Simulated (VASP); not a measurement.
A run of VASP 6.6.1:

INCAR

```
ALGO = Normal
EDIFF = 1E-6
EDIFFG = -0.005
ENCUT = 600
IBRION = 2
ISIF = 3
ISMEAR = -1
LASPH = T
LCHARG = F
LREAL = F
LWAVE = F
NELM = 80
NSW = 60
PREC = Accurate
PSTRESS = 1400.0
SIGMA = 0.08
```

KPOINTS

```
k-points
0
Gamma
  18 18 18
```

POSCAR

```
Re
1.0
    0.0000000000      1.7943267604      1.7943267604
    1.7943267604      0.0000000000      1.7943267604
    1.7943267604      1.7943267604      0.0000000000
Re
1
Direct
    0.0000000000      0.0000000000      0.0000000000
```

Potentials or basis: VASP PAW LDA potentials, release 64 (Re).

Launch:

```sh
$ cat potpaw_LDA.64/Re/POTCAR > POTCAR
$ mpirun -np 1 vasp_std > vasp.out
```

Hardware: 1 thread of Intel Xeon 8259CL, with other jobs on the host.

**Question.** How long does it take, and how much memory?

**Answer.** Wall time 69 s on 1 thread of Intel Xeon 8259CL, on a shared host, peak memory 0.15 GiB. Counts: scf iterations 27, k points 195, ion steps 4.
